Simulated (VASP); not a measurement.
A run of VASP 6.6.1:

The input INCAR:

```
SYSTEM = NaBI
ALGO = Normal ; EDIFF = 1E-6
EDIFFG = -0.01 ; ENCUT = 600
GGA = PE ; IBRION = 2
ISIF = 3 ; ISMEAR = 0
LASPH = .TRUE. ; LCHARG = .FALSE.
LREAL = .FALSE. ; LWAVE = .FALSE.
NELM = 100 ; NSW = 100
PREC = Accurate ; SIGMA = 0.1
```

KPOINTS

```
k-points
0
G
  12 12 10
  0 0 0
```

Contents of POSCAR:

```
NaBI
1.0
    4.0085430570      0.0000000000      0.0000000000
    0.0000000000      4.0085430570      0.0000000000
    0.0000000000      0.0000000000      4.7435687464
Na B I
1 1 1
Direct
    0.5000000000      0.5000000000      0.5000000000
    0.0000000000      0.0000000000      0.5000000000
    0.0000000000      0.0000000000      0.0000000000
```

Potentials or basis: VASP PAW PBE potentials, release 64 (Na_pv, B, I).

Command:

```bash
$ cat potpaw_PBE.64/Na_pv/POTCAR potpaw_PBE.64/B/POTCAR potpaw_PBE.64/I/POTCAR > POTCAR
$ mpirun -np 1 vasp_std > vasp.out
```

Hardware: 1 thread of AMD EPYC 9R45 96-Core Processor (Zen 5) (shared host).

Task: Estimate the wall time of this run.

Result: Wall time 4.2 min on 1 thread of AMD EPYC 9R45 96-Core Processor (Zen 5), with other jobs on the host, peak memory 0.35 GiB. Counts: scf iterations 42, k points 168, ion steps 6.
